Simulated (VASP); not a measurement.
# CsSnBr3 (Pm-3m) in VASP: notebook

The runs below take CsSnBr3 through single point, with LDA.

Everything below comes from runs of VASP 6.6.1. Logs are shortened: lines on timing, memory, paths and dates and some standing lists are left out, and cuts for length are marked.

### Step 1. The cell of the first run

Symmetry: Pm-3m, No. 221, cubic system. The conventional cell has a = 5.839 Å, b = 5.839 Å, c = 5.839 Å, α = 90.00°, β = 90.00°, γ = 90.00°. Cs (site symmetry m-3m) has 12 Br at 4.13 Å and 8 Sn at 5.06 Å within 5.4 Å. Sn (site symmetry m-3m) has 6 Br at 2.92 Å within 3.8 Å. Br (site symmetry 4/mmm) has 2 Sn at 2.92 Å within 3.8 Å.

### Step 2. Single point, LDA

File INCAR:

```
SYSTEM = CsSnBr3
  PREC = Accurate
  ENCUT = 500
  EDIFF = 1E-6
  ISMEAR = 0
  SIGMA = 0.01
  LREAL = .False.
  LASPH = .True.
  NELM = 120
  ALGO = Normal
  ISIF = 2
  LWAVE = .False.
  LCHARG = .True.
  LELF = .True.
  LVHAR = .True.
  NBANDS = 30
  GGA_COMPAT = .False.
```

File KPOINTS:

```
Automatic mesh
0
Gamma
  3 3 3
  0 0 0
```

File POSCAR:

```
CsSnBr3
1.0
    5.8390060000      0.0000000000      0.0000000000
    0.0000000000      5.8390060000      0.0000000000
    0.0000000000      0.0000000000      5.8390060000
Cs Sn Br
1 1 3
Direct
    0.0000000000      0.0000000000      0.0000000000
    0.5000000000      0.5000000000      0.5000000000
    0.5000000000      0.0000000000      0.5000000000
    0.5000000000      0.5000000000      0.0000000000
    0.0000000000      0.5000000000      0.5000000000
```

Potentials or basis: VASP PAW LDA potentials, release 64 (Cs_sv, Sn_d, Br).

Started as:

```sh
$ cat potpaw_LDA.64/Cs_sv/POTCAR potpaw_LDA.64/Sn_d/POTCAR potpaw_LDA.64/Br/POTCAR > POTCAR
$ mpirun -np 1 vasp_std > vasp.out
```

OUTCAR:

```text
SYSTEM = CsSnBr3
   PREC = Accurate
   ENCUT = 500
   EDIFF = 1E-6
   ISMEAR = 0
   LREAL = .False.
   LASPH = .True.
   NELM = 120
   ISIF = 2

 ion  position               nearest neighbor table
   1  0.000  0.000  0.000-
   2  0.500  0.500  0.500-   3 2.92   4 2.92   5 2.92   4 2.92   3 2.92   5 2.92
   3  0.500  0.000  0.500-   2 2.92   2 2.92
   4  0.500  0.500  0.000-   2 2.92   2 2.92
   5  0.000  0.500  0.500-   2 2.92   2 2.92

  LATTYP: Found a simple cubic cell.
 ALAT       =     5.8390060000

  Lattice vectors:

 A1 = (   5.8390060000,   0.0000000000,   0.0000000000)
 A2 = (   0.0000000000,   5.8390060000,   0.0000000000)
 A3 = (   0.0000000000,   0.0000000000,   5.8390060000)

Analysis of symmetry for initial positions (statically):
=====================================================================
 Subroutine PRICEL returns:
 Original cell was already a primitive cell.

 Routine SETGRP: Setting up the symmetry group for a
 simple cubic supercell.

 Subroutine GETGRP returns: Found 48 space group operations
 (whereof 48 operations were pure point group operations)
 out of a pool of 48 trial point group operations.

The static configuration has the point symmetry O_h .

Analysis of symmetry for dynamics (positions and initial velocities):
=====================================================================
 Subroutine PRICEL returns:
 Original cell was already a primitive cell.

 Routine SETGRP: Setting up the symmetry group for a
 simple cubic supercell.

 Subroutine GETGRP returns: Found 48 space group operations
 (whereof 48 operations were pure point group operations)
 out of a pool of 48 trial point group operations.

The dynamic configuration has the point symmetry O_h .

 Subroutine INISYM returns: Found 48 space group operations
 (whereof 48 operations are pure point group operations),
 and found     1 'primitive' translations

----------------------------------------------------------------------------------------

                                     Primitive cell

  volume of cell :     199.0750

  direct lattice vectors                    reciprocal lattice vectors
     5.839006000  0.000000000  0.000000000     0.171262026  0.000000000  0.000000000
     0.000000000  5.839006000  0.000000000     0.000000000  0.171262026  0.000000000
     0.000000000  0.000000000  5.839006000     0.000000000  0.000000000  0.171262026

  length of vectors
     5.839006000  5.839006000  5.839006000     0.171262026  0.171262026  0.171262026

  position of ions in fractional coordinates (direct lattice)
     0.000000000  0.000000000  0.000000000
     0.500000000  0.500000000  0.500000000
     0.500000000  0.000000000  0.500000000
     0.500000000  0.500000000  0.000000000
     0.000000000  0.500000000  0.500000000

  ion indices of the primitive-cell ions
   primitive index   ion index
                 1           1
                 2           2
                 3           3
                 4           4
                 5           5

----------------------------------------------------------------------------------------

 KPOINTS: Automatic mesh

Automatic generation of k-mesh.
 Grid dimensions read from file:
 generate k-points for:    3    3    3

 Generating k-lattice:

  Cartesian coordinates                     Fractional coordinates (reciprocal lattice)
     0.057087342  0.000000000  0.000000000     0.333333333  0.000000000  0.000000000
     0.000000000  0.057087342  0.000000000     0.000000000  0.333333333  0.000000000
     0.000000000  0.000000000  0.057087342     0.000000000  0.000000000  0.333333333

  Length of vectors
     0.057087342  0.057087342  0.057087342

  Shift w.r.t. Gamma in fractional coordinates (k-lattice)
     0.000000000  0.000000000  0.000000000

 Subroutine IBZKPT returns following result:
 ===========================================

 Found      4 irreducible k-points:

 Following reciprocal coordinates:
            Coordinates               Weight
  0.000000  0.000000  0.000000      1.000000
  0.333333  0.000000  0.000000      6.000000
  0.333333  0.333333  0.000000     12.000000
  0.333333  0.333333  0.333333      8.000000
   k-points           NKPTS =      4   k-points in BZ     NKDIM =      4   number of bands    NBANDS=     30
   number of dos      NEDOS =    301   number of ions     NIONS =      5
   total plane-waves  NPLWV = 110592
   dimension x,y,z NGX =    48 NGY =   48 NGZ =   48
   dimension x,y,z NGXF=    96 NGYF=   96 NGZF=   96
   ions per type =               1   1   3
   NGX,Y,Z   is equivalent  to a cutoff of  13.67, 13.67, 13.67 a.u.
   NGXF,Y,Z  is equivalent  to a cutoff of  27.33, 27.33, 27.33 a.u.
 SYSTEM =  CsSnBr3
   PREC   = accura    normal or accurate (medium, high low for compatibility)
   ISTART =      0    job   : 0-new  1-cont  2-samecut
   ICHARG =      2    charge: 1-file 2-atom 10-const
   ISPIN  =      1    spin polarized calculation?
   LNONCOLLINEAR =      F non collinear calculations
   LSORBIT =      F    spin-orbit coupling
   LASPH  =      T    aspherical Exc in radial PAW
   ENCUT  =  500.0 eV  36.75 Ry    6.06 a.u.  10.65 10.65 10.65*2*pi/ulx,y,z
   NELM   =    120;   NELMIN=  2; NELMDL= -5     # of ELM steps
   EDIFF  = 0.1E-05   stopping-criterion for ELM
   LREAL  =      F    real-space projection
   EDIFFG = 0.1E-04   stopping-criterion for IOM
   NSW    =      0    number of steps for IOM
   IBRION =     -1    ionic relax: 0-MD 1-quasi-New 2-CG
   NFREE  =      0    steps in history (QN), initial steepest desc. (CG)
   ISIF   =      2    stress and relaxation
   ISYM   =      2    0-nonsym 1-usesym 2-fastsym
   POTIM  = 0.5000    time-step for ionic-motion
   TEBEG  =    0.0;   TEEND  =   0.0 temperature during run
   PSTRESS=    0.0 pullay stress
   NELECT =      44.0000    total number of electrons
   NUPDOWN=      -1.0000    fix difference up-down
   EMIN   =  10.00;   EMAX   =-10.00  energy-range for DOS
   EFERMI =   0.00;   METHOD = LEGACY
   ISMEAR =     0;   SIGMA  =   0.01  broadening in eV -4-tet -1-fermi 0-gaus
   EFERMI_NEDOS =   21; number of points for ismear=-14 and -15
   IALGO  =     38    algorithm
   IMIX   =      4    mixing-type and parameters
     AMIX     =   0.40;   BMIX     =  1.00
     AMIX_MAG =   1.60;   BMIX_MAG =  1.00
  volume/ion in A,a.u.               =      39.82       268.68
  Fermi-wavevector in a.u.,A,eV,Ry     =   0.989814  1.870477 13.330052  0.979731
  Thomas-Fermi vector in A             =   2.121439
   LORBIT       =      0    0 simple, 1 ext, 2 COOP (PROOUT), +10 PAW based schemes
   GGA     = CA    functional components
   LHFCALC =     F    Hartree Fock is set to
   AEXX    =    0.0000 exact exchange contribution
   IVDW    =     0    specifies the selected vdW correction
   LEPSILON=     F    determine dielectric tensor
   LRPA    =     F    only Hartree local field effects (RPA)
 non-spin polarized calculation
 Gauss-broadening in eV      SIGMA  =   0.01
  energy-cutoff  :      500.00
  volume of cell :      199.08
 maximum number of plane-waves:      5061
 NGX is ok and might be reduce to    42
   NGX = 21   NGY = 21   NGZ = 21

 number of electron      44.0000007 magnetization

 Free energy of the ion-electron system (eV)
  ---------------------------------------------------
  ext. energy  EPLUGINS =         0.00000000
  ---------------------------------------------------
  free energy    TOTEN  =       -17.93576060 eV

  energy without entropy =      -17.93576060  energy(sigma->0) =      -17.93576060

 E-fermi :   0.3618     XC(G=0):  -8.0714

 val. band max:        0.3029284676   @ k =   0.3333   0.3333   0.3333
 cond. band min:       3.5202460898   @ k =   0.3333   0.3333   0.3333
 fundamental gap:      3.2173176222
 Fermi energy:         0.3618041741

 k-point     1 :       0.0000    0.0000    0.0000
  band No.  band energies     occupation
      1     -20.1677      2.00000
      2     -20.0556      2.00000
      3     -20.0556      2.00000
      4     -20.0217      2.00000
      5     -20.0217      2.00000
      6     -20.0217      2.00000
[... 22 lines left out ...]
     29       6.8037      0.00000
     30       6.8037      0.00000

 k-point     2 :       0.3333    0.0000    0.0000
  band No.  band energies     occupation
      1     -20.1667      2.00000
      2     -20.0556      2.00000
      3     -20.0509      2.00000
      4     -20.0219      2.00000
      5     -20.0219      2.00000
      6     -20.0217      2.00000
[... 22 lines left out ...]
     29       6.1861      0.00000
     30       7.0219      0.00000

 k-point     3 :       0.3333    0.3333    0.0000
  band No.  band energies     occupation
      1     -20.1659      2.00000
      2     -20.0532      2.00000
      3     -20.0485      2.00000
      4     -20.0220      2.00000
      5     -20.0219      2.00000
      6     -20.0219      2.00000
[... 22 lines left out ...]
     29       6.7632      0.00000
     30       7.0050      0.00000

 k-point     4 :       0.3333    0.3333    0.3333
  band No.  band energies     occupation
      1     -20.1651      2.00000
      2     -20.0485      2.00000
      3     -20.0485      2.00000
      4     -20.0221      2.00000
      5     -20.0221      2.00000
      6     -20.0220      2.00000
[... 22 lines left out ...]
     29       6.7008      0.00000
     30       7.1958      0.00000

------------------------ aborting loop because EDIFF is reached ----------------------------------------

  FORCE on cell =-STRESS in cart. coord.  units (eV):
  Direction    XX          YY          ZZ          XY          YZ          ZX
  --------------------------------------------------------------------------------------
  -------------------------------------------------------------------------------------
  Total       -2.8236903     -2.8236903     -2.8236903      0.0000000     -0.0000000     -0.0000000
  in kB      -22.7253658    -22.7253658    -22.7253658      0.0000000     -0.0000000     -0.0000000
  external PRESSURE =     -22.7253658 kB  Pullay stress =       0.0000000 kB

 VOLUME and BASIS-vectors are now :
 -----------------------------------------------------------------------------
  energy-cutoff  :      500.00
  volume of cell :      199.08
      direct lattice vectors                 reciprocal lattice vectors
     5.839006000  0.000000000  0.000000000     0.171262026  0.000000000  0.000000000
     0.000000000  5.839006000  0.000000000     0.000000000  0.171262026  0.000000000
     0.000000000  0.000000000  5.839006000     0.000000000  0.000000000  0.171262026

 POSITION                                       TOTAL-FORCE (eV/Angst)
 -----------------------------------------------------------------------------------
      0.00000      0.00000      0.00000         0.000000      0.000000      0.000000
      2.91950      2.91950      2.91950         0.000000      0.000000      0.000000
      2.91950      0.00000      2.91950         0.000000      0.000000      0.000000
      2.91950      2.91950      0.00000         0.000000      0.000000      0.000000
      0.00000      2.91950      2.91950         0.000000      0.000000      0.000000
 -----------------------------------------------------------------------------------
    total drift:                                0.000000     -0.000000     -0.000000

  FREE ENERGIE OF THE ION-ELECTRON SYSTEM (eV)
  ---------------------------------------------------
  free  energy   TOTEN  =       -17.9357605967 eV

  energy  without entropy=      -17.9357605967  energy(sigma->0) =      -17.93576060
```

Run time: 54 s. Hardware: 1 thread of Intel Xeon 8259CL, shared host; peak memory 0.26 GiB.

Results:

| Item | Value |
| --- | --- |
| Free energy | -17.9358 eV |
| Pressure | -2.3 GPa |
| Band gap on the k mesh | 3.22 eV, direct |

Levels at points of the mesh, in eV from the valence-band top:
| k point | band 18 | band 19 | band 20 | band 21 | band 22 | band 23 | band 24 | band 25 | band 26 | band 27 |
| --- | --- | --- | --- | --- | --- | --- | --- | --- | --- | --- |
| (0.00, 0.00, 0.00) | -1.30 | -1.30 | -1.17 | -1.17 | -1.17 | 3.59 | 4.73 | 4.73 | 5.45 | 5.45 |

Caveat: spin-orbit coupling is left out, which moves the levels of the heavy elements.

### Step 3. Single point, LDA

File INCAR:

```
SYSTEM = CsSnBr3
PREC     = Accurate       ! precision mode
ENCUT    = 500            ! plane-wave cutoff, eV
EDIFF    = 1E-6           ! SCF threshold, eV
ISMEAR   = 0              ! smearing method
SIGMA    = 0.01           ! smearing width, eV
LREAL    = .FALSE.        ! projectors in reciprocal space
LASPH    = .TRUE.         ! aspherical terms in the spheres
NELM     = 120            ! most SCF steps
ALGO     = Normal         ! electronic algorithm
ISIF     = 2              ! what is computed and relaxed
LWAVE    = .FALSE.        ! write WAVECAR
LCHARG   = .FALSE.        ! write CHGCAR
GGA      = CA             ! functional
NBANDS   = 30             ! bands
GGA_COMPAT= .FALSE.
```

File KPOINTS:

```
regular mesh
0
G
  3 3 3
  0 0 0
```

POSCAR is that of step 2.

Potentials or basis: VASP PAW LDA potentials, release 64 (Cs_sv, Sn_d, Br).

Started as:

```sh
$ cat potpaw_LDA.64/Cs_sv/POTCAR potpaw_LDA.64/Sn_d/POTCAR potpaw_LDA.64/Br/POTCAR > POTCAR
$ mpirun -np 1 vasp_std > vasp.out
```

OUTCAR:

```text
SYSTEM = CsSnBr3
   PREC = Accurate
   ENCUT = 500
   EDIFF = 1E-6
   ISMEAR = 0
   LREAL = .FALSE.
   LASPH = .TRUE.
   NELM = 120
   ISIF = 2
   GGA = CA

 ion  position               nearest neighbor table
   1  0.000  0.000  0.000-
   2  0.500  0.500  0.500-   3 2.92   4 2.92   5 2.92   4 2.92   3 2.92   5 2.92
   3  0.500  0.000  0.500-   2 2.92   2 2.92
   4  0.500  0.500  0.000-   2 2.92   2 2.92
   5  0.000  0.500  0.500-   2 2.92   2 2.92

  LATTYP: Found a simple cubic cell.
 ALAT       =     5.8390060000

  Lattice vectors:

 A1 = (   5.8390060000,   0.0000000000,   0.0000000000)
 A2 = (   0.0000000000,   5.8390060000,   0.0000000000)
 A3 = (   0.0000000000,   0.0000000000,   5.8390060000)

Analysis of symmetry for initial positions (statically):
=====================================================================
 Subroutine PRICEL returns:
 Original cell was already a primitive cell.

 Routine SETGRP: Setting up the symmetry group for a
 simple cubic supercell.

 Subroutine GETGRP returns: Found 48 space group operations
[... 150 lines left out ...]

 E-fermi :   0.3618     XC(G=0):  -8.0714

 val. band max:        0.3029284676   @ k =   0.3333   0.3333   0.3333
 cond. band min:       3.5202460898   @ k =   0.3333   0.3333   0.3333
 fundamental gap:      3.2173176222
 Fermi energy:         0.3618041741

 k-point     1 :       0.0000    0.0000    0.0000
  band No.  band energies     occupation
      1     -20.1677      2.00000
      2     -20.0556      2.00000
      3     -20.0556      2.00000
      4     -20.0217      2.00000
      5     -20.0217      2.00000
      6     -20.0217      2.00000
[... 121 lines left out ...]
     29       6.7008      0.00000
     30       7.1958      0.00000

------------------------ aborting loop because EDIFF is reached ----------------------------------------

  FORCE on cell =-STRESS in cart. coord.  units (eV):
  Direction    XX          YY          ZZ          XY          YZ          ZX
  --------------------------------------------------------------------------------------
  -------------------------------------------------------------------------------------
  Total       -2.8236903     -2.8236903     -2.8236903      0.0000000     -0.0000000     -0.0000000
  in kB      -22.7253658    -22.7253658    -22.7253658      0.0000000     -0.0000000     -0.0000000
  external PRESSURE =     -22.7253658 kB  Pullay stress =       0.0000000 kB

 VOLUME and BASIS-vectors are now :
 -----------------------------------------------------------------------------
  energy-cutoff  :      500.00
  volume of cell :      199.08
      direct lattice vectors                 reciprocal lattice vectors
     5.839006000  0.000000000  0.000000000     0.171262026  0.000000000  0.000000000
     0.000000000  5.839006000  0.000000000     0.000000000  0.171262026  0.000000000
     0.000000000  0.000000000  5.839006000     0.000000000  0.000000000  0.171262026

 POSITION                                       TOTAL-FORCE (eV/Angst)
 -----------------------------------------------------------------------------------
      0.00000      0.00000      0.00000         0.000000      0.000000      0.000000
      2.91950      2.91950      2.91950         0.000000      0.000000      0.000000
      2.91950      0.00000      2.91950         0.000000      0.000000      0.000000
      2.91950      2.91950      0.00000         0.000000      0.000000      0.000000
      0.00000      2.91950      2.91950         0.000000      0.000000      0.000000
 -----------------------------------------------------------------------------------
    total drift:                                0.000000     -0.000000     -0.000000

  FREE ENERGIE OF THE ION-ELECTRON SYSTEM (eV)
  ---------------------------------------------------
  free  energy   TOTEN  =       -17.9357605967 eV

  energy  without entropy=      -17.9357605967  energy(sigma->0) =      -17.93576060
```

OSZICAR:

```text
N       E                     dE             d eps       ncg     rms          rms(c)
DAV:   1     0.368499527886E+03    0.36850E+03   -0.18434E+04   240   0.137E+03
DAV:   2     0.295255931766E+02   -0.33897E+03   -0.32425E+03   264   0.304E+02
DAV:   3    -0.166387107164E+02   -0.46164E+02   -0.45643E+02   286   0.122E+02
DAV:   4    -0.183530688915E+02   -0.17144E+01   -0.17048E+01   304   0.283E+01
DAV:   5    -0.183954986843E+02   -0.42430E-01   -0.42422E-01   296   0.424E+00    0.517E+00
DAV:   6    -0.179860690420E+02    0.40943E+00   -0.65036E-01   352   0.437E+00    0.304E+00
DAV:   7    -0.179389469025E+02    0.47122E-01   -0.24389E-01   316   0.217E+00    0.101E+00
DAV:   8    -0.179361323858E+02    0.28145E-02   -0.31357E-02   290   0.114E+00    0.154E-01
DAV:   9    -0.179357671604E+02    0.36523E-03   -0.27488E-03   316   0.350E-01    0.720E-02
DAV:  10    -0.179357706080E+02   -0.34475E-05   -0.27212E-04   298   0.794E-02    0.361E-02
DAV:  11    -0.179357611035E+02    0.95044E-05   -0.81201E-05   316   0.554E-02    0.123E-02
DAV:  12    -0.179357606045E+02    0.49904E-06   -0.11337E-05   312   0.172E-02    0.753E-03
DAV:  13    -0.179357605967E+02    0.77730E-08   -0.26168E-07   174   0.348E-03
   1 F= -.17935761E+02 E0= -.17935761E+02  d E =-.147567E-17
```

stdout:

```text
POSCAR found type information on POSCAR CsSnBr
 POSCAR found :  3 types and       5 ions
 scaLAPACK will be used
 LDA part: xc-table for (Slater(with rela. corr.)+CA(PZ))
 , standard interpolation
 POSCAR, INCAR and KPOINTS ok, starting setup
 FFT: planning ... GRIDC
 FFT: planning ... GRID_SOFT
 FFT: planning ... GRID
 WAVECAR not read
 entering main loop
```

Run time: 51 s. Hardware: 1 thread of Intel Xeon 8259CL, shared host; peak memory 0.25 GiB.

Results:

| Property | Result |
| --- | --- |
| Free energy | -17.9358 eV |
| Pressure | -2.3 GPa |
| Band gap on the k mesh | 3.22 eV, direct |

Caveat: spin-orbit coupling is left out, which moves the levels of the heavy elements.
